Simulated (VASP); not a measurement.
# Y (Fd-3m) in VASP: a series of runs

The runs below take Y through single point, with PBEsol.

Program: VASP 6.6.1. These are calculated values, not measurements. Logs are shortened: lines on timing, memory, paths and dates and some standing lists are left out, and cuts for length are marked.

## 1. The cell of the first run

It takes space group Fd-3m (No. 227, cubic). Conventional cell: a = 6.915 Å, b = 6.915 Å, c = 6.915 Å, α = 90.00°, β = 90.00°, γ = 90.00°. Within 3.9 Å of Y (site symmetry -43m) lie 4 Y at 2.99 Å.

This isn't the form of Y at room conditions, which is hcp.

## 2. Single point, PBEsol (41.33 Å³/atom)

Input file INCAR:

```
SYSTEM = Y
PREC = Accurate
ENCUT = 520
EDIFF = 1E-6
ISMEAR = -1
SIGMA = 0.1
LREAL = .FALSE.
LASPH = .TRUE.
NELM = 100
ALGO = Normal
ISIF = 2
LWAVE = .FALSE.
LCHARG = .FALSE.
GGA = PS
NBANDS = 18
```

Input file KPOINTS:

```
Automatic mesh
0
G
  9 9 9
  0 0 0
```

Input file POSCAR:

```
Y
1.0
    0.0000000000      3.4573109968      3.4573109968
    3.4573109968      0.0000000000      3.4573109968
    3.4573109968      3.4573109968      0.0000000000
Y
2
Direct
    0.1250000000      0.1250000000      0.1250000000
    0.8750000000      0.8750000000      0.8750000000
```

Potentials or basis: VASP PAW PBE potentials, release 64 (Y_sv).

On the command line:

```console
> cat potpaw_PBE.64/Y_sv/POTCAR > POTCAR
> mpirun -np 1 vasp_std > vasp.out
```

OUTCAR:

```text
SYSTEM = Y
   PREC = Accurate
   ENCUT = 520
   EDIFF = 1E-6
   ISMEAR = -1
   LREAL = .FALSE.
   LASPH = .TRUE.
   NELM = 100
   ISIF = 2
   GGA = PS

 ion  position               nearest neighbor table
   1  0.125  0.125  0.125-   2 2.99   2 2.99   2 2.99   2 2.99
   2  0.875  0.875  0.875-   1 2.99   1 2.99   1 2.99   1 2.99

  LATTYP: Found a face centered cubic cell.
 ALAT       =     6.9146219936

  Lattice vectors:

 A1 = (   0.0000000000,   3.4573109968,   3.4573109968)
 A2 = (   3.4573109968,   0.0000000000,   3.4573109968)
 A3 = (   3.4573109968,   3.4573109968,   0.0000000000)

Analysis of symmetry for initial positions (statically):
=====================================================================
 Subroutine PRICEL returns:
 Original cell was already a primitive cell.

 Routine SETGRP: Setting up the symmetry group for a
 face centered cubic supercell.

 Subroutine GETGRP returns: Found 48 space group operations
 (whereof 12 operations were pure point group operations)
 out of a pool of 48 trial point group operations.

The static configuration has the point symmetry D_3d.
 The point group associated with its full space group is O_h .

Analysis of symmetry for dynamics (positions and initial velocities):
=====================================================================
 Subroutine PRICEL returns:
 Original cell was already a primitive cell.

 Routine SETGRP: Setting up the symmetry group for a
 face centered cubic supercell.

 Subroutine GETGRP returns: Found 48 space group operations
 (whereof 12 operations were pure point group operations)
 out of a pool of 48 trial point group operations.

The dynamic configuration has the point symmetry D_3d.
 The point group associated with its full space group is O_h .

 Subroutine INISYM returns: Found 48 space group operations
 (whereof 12 operations are pure point group operations),
 and found     1 'primitive' translations

----------------------------------------------------------------------------------------

                                     Primitive cell

  volume of cell :      82.6505

  direct lattice vectors                    reciprocal lattice vectors
     0.000000000  3.457310997  3.457310997    -0.144621065  0.144621065  0.144621065
     3.457310997  0.000000000  3.457310997     0.144621065 -0.144621065  0.144621065
     3.457310997  3.457310997  0.000000000     0.144621065  0.144621065 -0.144621065

  length of vectors
[... 80 lines left out ...]
   ENCUT  =  520.0 eV  38.22 Ry    6.18 a.u.   9.09  9.09  9.09*2*pi/ulx,y,z
   NELM   =    100;   NELMIN=  2; NELMDL= -5     # of ELM steps
   EDIFF  = 0.1E-05   stopping-criterion for ELM
   LREAL  =      F    real-space projection
   EDIFFG = 0.1E-04   stopping-criterion for IOM
   NSW    =      0    number of steps for IOM
   IBRION =     -1    ionic relax: 0-MD 1-quasi-New 2-CG
   NFREE  =      0    steps in history (QN), initial steepest desc. (CG)
   ISIF   =      2    stress and relaxation
   ISYM   =      2    0-nonsym 1-usesym 2-fastsym
   POTIM  = 0.5000    time-step for ionic-motion
   TEBEG  =    0.0;   TEEND  =   0.0 temperature during run
   PSTRESS=    0.0 pullay stress
   NELECT =      22.0000    total number of electrons
   NUPDOWN=      -1.0000    fix difference up-down
   EMIN   =  10.00;   EMAX   =-10.00  energy-range for DOS
   EFERMI =   0.00;   METHOD = LEGACY
   ISMEAR =    -1;   SIGMA  =   0.10  broadening in eV -4-tet -1-fermi 0-gaus
   EFERMI_NEDOS =   21; number of points for ismear=-14 and -15
   IALGO  =     38    algorithm
   IMIX   =      4    mixing-type and parameters
     AMIX     =   0.40;   BMIX     =  1.00
     AMIX_MAG =   1.60;   BMIX_MAG =  1.00
  volume/ion in A,a.u.               =      41.33       278.88
  Fermi-wavevector in a.u.,A,eV,Ry     =   1.053094  1.990060 15.088966  1.109008
  Thomas-Fermi vector in A             =   2.188203
   LORBIT       =      0    0 simple, 1 ext, 2 COOP (PROOUT), +10 PAW based schemes
   GGA     = PS    functional components
   LHFCALC =     F    Hartree Fock is set to
   AEXX    =    0.0000 exact exchange contribution
   IVDW    =     0    specifies the selected vdW correction
   LEPSILON=     F    determine dielectric tensor
   LRPA    =     F    only Hartree local field effects (RPA)
 non-spin polarized calculation
  energy-cutoff  :      520.00
  volume of cell :       82.65
 maximum number of plane-waves:      2240
   NGX = 19   NGY = 19   NGZ = 19

 number of electron      22.0000000 magnetization

 Free energy of the ion-electron system (eV)
  ---------------------------------------------------
  ext. energy  EPLUGINS =         0.00000000
  ---------------------------------------------------
  free energy    TOTEN  =        -9.69034291 eV

  energy without entropy =       -9.56080326  energy(sigma->0) =       -9.62557309

 E-fermi :   1.4443     XC(G=0):  -8.4764

 val. band max:        1.4379387277   @ k =  -0.3333   0.3333   0.0000
 cond. band min:       1.4788864976   @ k =  -0.4444   0.4444   0.0000
 fundamental gap:      0.0409477699
 Fermi energy:         1.4443096487

 k-point     1 :       0.0000    0.0000    0.0000
  band No.  band energies     occupation
      1     -41.7037      2.00000
      2     -41.3654      2.00000
      3     -21.9464      2.00000
      4     -21.9464      2.00000
      5     -21.9464      2.00000
      6     -21.2536      2.00000
[... 481 lines left out ...]
      5     -21.6705      2.00000
      6     -21.5517      2.00000
[... 10 lines left out ...]
     17       4.6695      0.00000
     18       4.6695      0.00000

 [... further k-points ...]

------------------------ aborting loop because EDIFF is reached ----------------------------------------

  FORCE on cell =-STRESS in cart. coord.  units (eV):
  Direction    XX          YY          ZZ          XY          YZ          ZX
  --------------------------------------------------------------------------------------
  -------------------------------------------------------------------------------------
  Total       -0.2209168     -0.2209168     -0.2209168      0.0000000      0.0000000      0.0000000
  in kB       -4.2824676     -4.2824676     -4.2824676      0.0000000      0.0000000      0.0000000
  external PRESSURE =      -4.2824676 kB  Pullay stress =       0.0000000 kB

 VOLUME and BASIS-vectors are now :
 -----------------------------------------------------------------------------
  energy-cutoff  :      520.00
  volume of cell :       82.65
      direct lattice vectors                 reciprocal lattice vectors
     0.000000000  3.457310997  3.457310997    -0.144621065  0.144621065  0.144621065
     3.457310997  0.000000000  3.457310997     0.144621065 -0.144621065  0.144621065
     3.457310997  3.457310997  0.000000000     0.144621065  0.144621065 -0.144621065

 POSITION                                       TOTAL-FORCE (eV/Angst)
 -----------------------------------------------------------------------------------
      0.86433      0.86433      0.86433         0.000000     -0.000000     -0.000000
      6.05029      6.05029      6.05029        -0.000000      0.000000      0.000000
 -----------------------------------------------------------------------------------
    total drift:                                0.000000      0.000000      0.000000

  FREE ENERGIE OF THE ION-ELECTRON SYSTEM (eV)
  ---------------------------------------------------
  free  energy   TOTEN  =        -9.6903429146 eV

  energy  without entropy=       -9.5608032606  energy(sigma->0) =       -9.62557309
```

Wall time 66 s (1 thread of Intel Xeon 8259CL, shared host); peak memory 0.24 GiB.

Results:

```yaml
Free_energy: -9.6903 eV
Pressure: -0.4 GPa
Band_gap_on_the_k_mesh: zero (bands 11 and 12 overlap by 0.62 eV)
```

Levels at points of the mesh, in eV from the Fermi level:
```
           k point  band 9  band 10  band 11  band 12  band 13  band 14
(0.00, 0.00, 0.00)   -3.70    -0.07    -0.07     0.50     0.50     0.50
```

Caveat: the PAW data sets were made with another functional, which shifts forces and pressure a little.

## 3. Single point, PBEsol (42.91 Å³/atom)

This run uses another cell than the first one, of 42.91 Å³/atom.

Input file INCAR:

```
SYSTEM = Y
ALGO = Normal
EDIFF = 1E-7
ENCUT = 520
GGA = PS
ISIF = 2
ISMEAR = -1
LASPH = .True.
LCHARG = .True.
LELF = .True.
LREAL = .False.
LVHAR = .True.
LWAVE = .False.
NBANDS = 18
NELM = 80
PREC = Accurate
SIGMA = 0.1
```

Input file KPOINTS:

```
k-points
0
Gamma
  9 9 9
  0 0 0
```

Input file POSCAR:

```
Y
1.0
    0.0000000000      3.5010790735      3.5010790735
    3.5010790735      0.0000000000      3.5010790735
    3.5010790735      3.5010790735      0.0000000000
Y
2
Direct
    0.1250000000      0.1250000000      0.1250000000
    0.8750000000      0.8750000000      0.8750000000
```

Potentials or basis: VASP PAW PBE potentials, release 64 (Y_sv).

On the command line:

```console
> cat potpaw_PBE.64/Y_sv/POTCAR > POTCAR
> mpirun -np 1 vasp_std > vasp.out
```

Run time: 2.3 min. Hardware: 1 thread of Intel Xeon 8259CL, shared host; peak memory 0.27 GiB.

It converged, with:

```yaml
Free_energy: -9.6780 eV
Pressure: -0.8 GPa
Band_gap_on_the_k_mesh: zero (bands 11 and 12 overlap by 0.60 eV)
```

Levels at points of the mesh, in eV from the Fermi level:
| k point | band 8 | band 9 | band 10 | band 11 | band 12 | band 13 | band 14 | band 15 |
| --- | --- | --- | --- | --- | --- | --- | --- | --- |
| (0.00, 0.00, 0.00) | -22.78 | -3.67 | -0.03 | -0.03 | 0.47 | 0.47 | 0.47 | 2.04 |

Caveat: the PAW data sets were made with another functional, which shifts forces and pressure a little.

## 4. Single point, PBEsol (44.50 Å³/atom)

This run uses another cell than the first one, of 44.50 Å³/atom.

Input file INCAR:

```
PREC = Accurate ; ENCUT = 520
EDIFF = 1E-6 ; ISMEAR = -1
SIGMA = 0.1 ; LREAL = F
LASPH = T ; NELM = 100
ALGO = Normal ; ISIF = 2
LWAVE = F ; LCHARG = F
GGA = PS ; NBANDS = 18
```

Input file KPOINTS:

```
regular mesh
0
Gamma
  9 9 9
```

Input file POSCAR:

```
Y
1.0
    0.0000000000      3.5437793680      3.5437793680
    3.5437793680      0.0000000000      3.5437793680
    3.5437793680      3.5437793680      0.0000000000
Y
2
Direct
    0.1250000000      0.1250000000      0.1250000000
    0.8750000000      0.8750000000      0.8750000000
```

On the command line:

```console
> cat potpaw_PBE.64/Y_sv/POTCAR > POTCAR
> mpirun -np 1 vasp_std > vasp.out
```

Wall time 2.2 min (1 thread of Intel Xeon 8259CL, shared host); peak memory 0.27 GiB.

Results (log left out):

* Free energy: -9.6596 eV
* Pressure: -1.0 GPa
* Band gap on the k mesh: zero (bands 11 and 12 overlap by 0.60 eV)

Levels at points of the mesh, in eV from the Fermi level:
```tsv
k point	band 8	band 9	band 10	band 11	band 12	band 13	band 14	band 15
(0.00, 0.00, 0.00)	-22.85	-3.64	0.00	0.00	0.44	0.44	0.44	1.97
```

Caveat: the PAW data sets were made with another functional, which shifts forces and pressure a little.

## 5. Summary

| cell | gap on the mesh (eV) | pressure (GPa) |
| --- | --- | --- |
| a = 4.889 Å, angles 60.0°, 2 atoms | none | -0.4 |
| a = 4.951 Å, angles 60.0°, 2 atoms | none | -0.8 |
| a = 5.012 Å, angles 60.0°, 2 atoms | none | -1.0 |

Alike in all rows: task single point; level PBEsol; potentials or basis VASP PAW PBE potentials, release 64 (Y_sv); no spin polarisation; k mesh 9 × 9 × 9; cutoff (eV) 520; smearing fermi-dirac 0.1 eV.

Caveats: the PAW data sets were made with another functional, which shifts forces and pressure a little.

Absolute energies hang on the potentials; compare differences alone.
